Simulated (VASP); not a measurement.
# Y3N (I4/mmm) in VASP: single point with PBE

Aim: the single point of Y3N with PBE.

Everything below comes from runs of VASP 6.6.1. Logs are shortened: lines on timing, memory, paths and dates and some standing lists are left out, and cuts for length are marked.

## Step 1: The cell of the first run

The structure is tetragonal, space group I4/mmm (No. 139). Conventional cell: a = 4.280 Å, b = 4.280 Å, c = 9.560 Å, α = 90.00°, β = 90.00°, γ = 90.00°. Y (site symmetry 4/mmm) has 4 N at 3.03 Å and 8 Y at 3.21 Å within 4.0 Å. Y (site symmetry -4m2) has 8 Y at 3.03 to 3.21 Å and 4 N at 3.21 Å within 4.0 Å. N (site symmetry 4/mmm) has 12 Y at 3.03 to 3.21 Å within 4.0 Å.

## Step 2: Single point, PBE

Input file INCAR:

```
PREC = Accurate ; ENCUT = 520
EDIFF = 1E-6 ; ISMEAR = 0
SIGMA = 0.1 ; LREAL = False
LASPH = True ; NELM = 100
ALGO = Normal ; ISIF = 2
LWAVE = False ; LCHARG = True
GGA = PE ; LELF = True
LVHAR = True ; NBANDS = 27
```

Input file KPOINTS:

```
Automatic mesh
0
Gamma
  6 6 6
```

Input file POSCAR:

```
Y3N
1.0
   -2.1399716316      2.1399716316      4.7801963720
    2.1399716316     -2.1399716316      4.7801963720
    2.1399716316      2.1399716316     -4.7801963720
Y N
3 1
Direct
    0.5000000000      0.5000000000      0.0000000000
    0.2500000000      0.7500000000      0.5000000000
    0.7500000000      0.2500000000      0.5000000000
    0.0000000000      0.0000000000      0.0000000000
```

Potentials or basis: VASP PAW PBE potentials, release 64 (Y_sv, N).

Command:

```bash
$ cat potpaw_PBE.64/Y_sv/POTCAR potpaw_PBE.64/N/POTCAR > POTCAR
$ mpirun -np 1 vasp_std > vasp.out
```

OUTCAR:

```text
PREC = Accurate
   ENCUT = 520
   EDIFF = 1E-6
   ISMEAR = 0
   LREAL = False
   LASPH = True
   NELM = 100
   ISIF = 2
   GGA = PE

 ion  position               nearest neighbor table
   1  0.500  0.500  0.000-   4 3.03   4 3.03   4 3.03   4 3.03   3 3.21   2 3.21   3 3.21   3 3.21
                             2 3.21   2 3.21   3 3.21   2 3.21
   2  0.250  0.750  0.500-   3 3.03   3 3.03   3 3.03   3 3.03   1 3.21   1 3.21   1 3.21   1 3.21

   3  0.750  0.250  0.500-   2 3.03   2 3.03   2 3.03   2 3.03   1 3.21   1 3.21   1 3.21   1 3.21

   4  0.000  0.000  0.000-   1 3.03   1 3.03   1 3.03   1 3.03

  LATTYP: Found a body centered tetragonal cell.
 ALAT       =     4.2799432632
 C/A-ratio  =     2.2337662338

  Lattice vectors:

 A1 = (  -2.1399716316,   2.1399716316,   4.7801963720)
 A2 = (   2.1399716316,  -2.1399716316,   4.7801963720)
 A3 = (   2.1399716316,   2.1399716316,  -4.7801963720)

Analysis of symmetry for initial positions (statically):
=====================================================================
 Subroutine PRICEL returns:
 Original cell was already a primitive cell.

 Routine SETGRP: Setting up the symmetry group for a
 body centered tetragonal supercell.

 Subroutine GETGRP returns: Found 16 space group operations
 (whereof 16 operations were pure point group operations)
 out of a pool of 16 trial point group operations.

The static configuration has the point symmetry D_4h.

Analysis of symmetry for dynamics (positions and initial velocities):
=====================================================================
 Subroutine PRICEL returns:
 Original cell was already a primitive cell.

 Routine SETGRP: Setting up the symmetry group for a
 body centered tetragonal supercell.

 Subroutine GETGRP returns: Found 16 space group operations
 (whereof 16 operations were pure point group operations)
 out of a pool of 16 trial point group operations.

The dynamic configuration has the point symmetry D_4h.

 Subroutine INISYM returns: Found 16 space group operations
 (whereof 16 operations are pure point group operations),
 and found     1 'primitive' translations

----------------------------------------------------------------------------------------

                                     Primitive cell

  volume of cell :      87.5632

  direct lattice vectors                    reciprocal lattice vectors
    -2.139971632  2.139971632  4.780196372     0.000000000  0.233647957  0.104598213
     2.139971632 -2.139971632  4.780196372     0.233647957  0.000000000  0.104598213
     2.139971632  2.139971632 -4.780196372     0.233647957  0.233647957  0.000000000

  length of vectors
     5.657670415  5.657670415  5.657670415     0.255992488  0.255992488  0.330428110

  position of ions in fractional coordinates (direct lattice)
     0.500000000  0.500000000  0.000000000
     0.250000000  0.750000000  0.500000000
     0.750000000  0.250000000  0.500000000
     0.000000000  0.000000000  0.000000000

  ion indices of the primitive-cell ions
   primitive index   ion index
                 1           1
                 2           2
                 3           3
                 4           4

----------------------------------------------------------------------------------------

 KPOINTS: Automatic mesh

Automatic generation of k-mesh.
 Grid dimensions read from file:
 generate k-points for:    6    6    6

 Generating k-lattice:

  Cartesian coordinates                     Fractional coordinates (reciprocal lattice)
     0.000000000  0.038941326  0.017433036     0.166666667  0.000000000 -0.000000000
     0.038941326  0.000000000  0.017433036     0.000000000  0.166666667 -0.000000000
     0.038941326  0.038941326  0.000000000     0.000000000  0.000000000  0.166666667

  Length of vectors
     0.042665415  0.042665415  0.055071352

  Shift w.r.t. Gamma in fractional coordinates (k-lattice)
     0.000000000  0.000000000  0.000000000

 Subroutine IBZKPT returns following result:
 ===========================================

 Found     30 irreducible k-points:

 Following reciprocal coordinates:
            Coordinates               Weight
  0.000000  0.000000  0.000000      1.000000
  0.166667  0.000000  0.000000      8.000000
  0.333333  0.000000 -0.000000      8.000000
  0.500000  0.000000  0.000000      4.000000
  0.166667  0.166667 -0.000000      8.000000
  0.333333  0.166667 -0.000000     16.000000
[... 16 lines left out ...]
 -0.333333 -0.333333  0.166667      8.000000
 -0.166667 -0.333333  0.166667      8.000000
 [... further k-points ...]
   k-points           NKPTS =     30   k-points in BZ     NKDIM =     30   number of bands    NBANDS=     27
   number of dos      NEDOS =    301   number of ions     NIONS =      4
   total plane-waves  NPLWV =  74088
   dimension x,y,z NGX =    42 NGY =   42 NGZ =   42
   dimension x,y,z NGXF=    84 NGYF=   84 NGZF=   84
   ions per type =               3   1
   NGX,Y,Z   is equivalent  to a cutoff of  12.34, 12.34, 12.34 a.u.
   NGXF,Y,Z  is equivalent  to a cutoff of  24.68, 24.68, 24.68 a.u.
 SYSTEM =  unknown system
   PREC   = accura    normal or accurate (medium, high low for compatibility)
   ISTART =      0    job   : 0-new  1-cont  2-samecut
   ICHARG =      2    charge: 1-file 2-atom 10-const
   ISPIN  =      1    spin polarized calculation?
   LNONCOLLINEAR =      F non collinear calculations
   LSORBIT =      F    spin-orbit coupling
   LASPH  =      T    aspherical Exc in radial PAW
   ENCUT  =  520.0 eV  38.22 Ry    6.18 a.u.  10.52 10.52 10.52*2*pi/ulx,y,z
   NELM   =    100;   NELMIN=  2; NELMDL= -5     # of ELM steps
   EDIFF  = 0.1E-05   stopping-criterion for ELM
   LREAL  =      F    real-space projection
   EDIFFG = 0.1E-04   stopping-criterion for IOM
   NSW    =      0    number of steps for IOM
   IBRION =     -1    ionic relax: 0-MD 1-quasi-New 2-CG
   NFREE  =      0    steps in history (QN), initial steepest desc. (CG)
   ISIF   =      2    stress and relaxation
   ISYM   =      2    0-nonsym 1-usesym 2-fastsym
   POTIM  = 0.5000    time-step for ionic-motion
   TEBEG  =    0.0;   TEEND  =   0.0 temperature during run
   PSTRESS=    0.0 pullay stress
   NELECT =      38.0000    total number of electrons
   NUPDOWN=      -1.0000    fix difference up-down
   EMIN   =  10.00;   EMAX   =-10.00  energy-range for DOS
   EFERMI =   0.00;   METHOD = LEGACY
   ISMEAR =     0;   SIGMA  =   0.10  broadening in eV -4-tet -1-fermi 0-gaus
   EFERMI_NEDOS =   21; number of points for ismear=-14 and -15
   IALGO  =     38    algorithm
   IMIX   =      4    mixing-type and parameters
     AMIX     =   0.40;   BMIX     =  1.00
     AMIX_MAG =   1.60;   BMIX_MAG =  1.00
  volume/ion in A,a.u.               =      21.89       147.73
  Fermi-wavevector in a.u.,A,eV,Ry     =   1.239449  2.342220 20.901741  1.536235
  Thomas-Fermi vector in A             =   2.373932
   LORBIT       =      0    0 simple, 1 ext, 2 COOP (PROOUT), +10 PAW based schemes
   GGA     = PE    functional components
   LHFCALC =     F    Hartree Fock is set to
   AEXX    =    0.0000 exact exchange contribution
   IVDW    =     0    specifies the selected vdW correction
   LEPSILON=     F    determine dielectric tensor
   LRPA    =     F    only Hartree local field effects (RPA)
 non-spin polarized calculation
 Gauss-broadening in eV      SIGMA  =   0.10
  energy-cutoff  :      520.00
  volume of cell :       87.56
 maximum number of plane-waves:      2393
   NGX = 21   NGY = 21   NGZ = 21

 number of electron      38.0000001 magnetization

 Free energy of the ion-electron system (eV)
  ---------------------------------------------------
  ext. energy  EPLUGINS =         0.00000000
  ---------------------------------------------------
  free energy    TOTEN  =       -24.73093281 eV

  energy without entropy =      -24.70751522  energy(sigma->0) =      -24.71922402

 E-fermi :   4.2686     XC(G=0): -10.3669

 val. band max:        4.2470285409   @ k =  -0.3333   0.5000   0.3333
 cond. band min:       4.2869014102   @ k =  -0.1667   0.3333   0.1667
 fundamental gap:      0.0398728693
 Fermi energy:         4.2686498818

 k-point     1 :       0.0000    0.0000    0.0000
  band No.  band energies     occupation
      1     -38.4465      2.00000
      2     -38.1854      2.00000
      3     -37.9509      2.00000
      4     -18.9748      2.00000
      5     -18.7106      2.00000
      6     -18.7106      2.00000
[... 19 lines left out ...]
     26       7.6684      0.00000
     27       7.8205      0.00000

 k-point     2 :       0.1667    0.0000    0.0000
  band No.  band energies     occupation
      1     -38.4314      2.00000
      2     -38.1798      2.00000
      3     -37.9714      2.00000
      4     -18.9500      2.00000
      5     -18.6694      2.00000
      6     -18.6677      2.00000
[... 19 lines left out ...]
     26       7.9084      0.00000
     27       8.0699      0.00000

 k-point     3 :       0.3333    0.0000   -0.0000
  band No.  band energies     occupation
      1     -38.4009      2.00000
      2     -38.1546      2.00000
      3     -38.0269      2.00000
      4     -18.8622      2.00000
      5     -18.6898      2.00000
      6     -18.5938      2.00000
[... 19 lines left out ...]
     26       7.5401      0.00000
     27       7.9338      0.00000

 k-point     4 :       0.5000    0.0000    0.0000
  band No.  band energies     occupation
      1     -38.3860      2.00000
      2     -38.1046      2.00000
      3     -38.0917      2.00000
      4     -18.8286      2.00000
      5     -18.6394      2.00000
      6     -18.5685      2.00000
[... 19 lines left out ...]
     26       6.7778      0.00000
     27       6.8542      0.00000

 k-point     5 :       0.1667    0.1667   -0.0000
  band No.  band energies     occupation
      1     -38.4138      2.00000
      2     -38.1794      2.00000
      3     -37.9891      2.00000
      4     -18.9406      2.00000
      5     -18.7615      2.00000
      6     -18.6281      2.00000
[... 19 lines left out ...]
     26       7.7047      0.00000
     27       8.3355      0.00000

 k-point     6 :       0.3333    0.1667   -0.0000
  band No.  band energies     occupation
      1     -38.3890      2.00000
      2     -38.1555      2.00000
      3     -38.0366      2.00000
      4     -18.9028      2.00000
      5     -18.7849      2.00000
      6     -18.6254      2.00000
[... 444 lines left out ...]
      1     -38.3773      2.00000
      2     -38.1681      2.00000
      3     -38.0362      2.00000
      4     -18.8803      2.00000
      5     -18.7396      2.00000
      6     -18.5988      2.00000
[... 19 lines left out ...]
     26       7.1908      0.00000
     27       7.9131      0.00000

 k-point    22 :      -0.1667    0.5000    0.1667
  band No.  band energies     occupation
      1     -38.3856      2.00000
      2     -38.1717      2.00000
      3     -38.0258      2.00000
      4     -18.7905      2.00000
      5     -18.6830      2.00000
      6     -18.6688      2.00000
[... 19 lines left out ...]
     26       6.8815      0.00000
     27       7.9960      0.00000

 k-point    23 :      -0.3333   -0.3333    0.1667
  band No.  band energies     occupation
      1     -38.3899      2.00000
      2     -38.2042      2.00000
      3     -37.9893      2.00000
      4     -18.8923      2.00000
      5     -18.7473      2.00000
      6     -18.6692      2.00000
[... 19 lines left out ...]
     26       7.7285      0.00000
     27       7.8456      0.00000

 k-point    24 :      -0.1667   -0.3333    0.1667
  band No.  band energies     occupation
      1     -38.4096      2.00000
      2     -38.2027      2.00000
      3     -37.9715      2.00000
      4     -18.8258      2.00000
      5     -18.7758      2.00000
      6     -18.7617      2.00000
[... 19 lines left out ...]
     26       7.7830      0.00000
     27       8.0970      0.00000

 [... further k-points ...]

------------------------ aborting loop because EDIFF is reached ----------------------------------------

  FORCE on cell =-STRESS in cart. coord.  units (eV):
  Direction    XX          YY          ZZ          XY          YZ          ZX
  --------------------------------------------------------------------------------------
  -------------------------------------------------------------------------------------
  Total       -0.1988022     -0.1988022      3.1166940      0.0000000      0.0000000      0.0000000
  in kB       -3.6375582     -3.6375582     57.0273237      0.0000000      0.0000000      0.0000000
  external PRESSURE =      16.5840691 kB  Pullay stress =       0.0000000 kB

 VOLUME and BASIS-vectors are now :
 -----------------------------------------------------------------------------
  energy-cutoff  :      520.00
  volume of cell :       87.56
      direct lattice vectors                 reciprocal lattice vectors
    -2.139971632  2.139971632  4.780196372     0.000000000  0.233647957  0.104598213
     2.139971632 -2.139971632  4.780196372     0.233647957  0.000000000  0.104598213
     2.139971632  2.139971632 -4.780196372     0.233647957  0.233647957  0.000000000

 POSITION                                       TOTAL-FORCE (eV/Angst)
 -----------------------------------------------------------------------------------
      0.00000      0.00000      4.78020        -0.000000     -0.000000      0.000000
      2.13997      0.00000      2.39010         0.000000     -0.000000      0.000000
      0.00000      2.13997      2.39010         0.000000      0.000000     -0.000000
      0.00000      0.00000      0.00000        -0.000000     -0.000000      0.000000
 -----------------------------------------------------------------------------------
    total drift:                               -0.000000      0.000000      0.000000

  FREE ENERGIE OF THE ION-ELECTRON SYSTEM (eV)
  ---------------------------------------------------
  free  energy   TOTEN  =       -24.7309328113 eV

  energy  without entropy=      -24.7075152237  energy(sigma->0) =      -24.71922402
```

It took 3.1 min on 1 thread of AMD EPYC 7R43 (Zen 3), shared host; peak memory 0.25 GiB.

Results:

* Free energy: -24.7309 eV
* Pressure: 1.7 GPa
* Band gap on the k mesh: zero (bands 19 and 20 overlap by 1.44 eV)
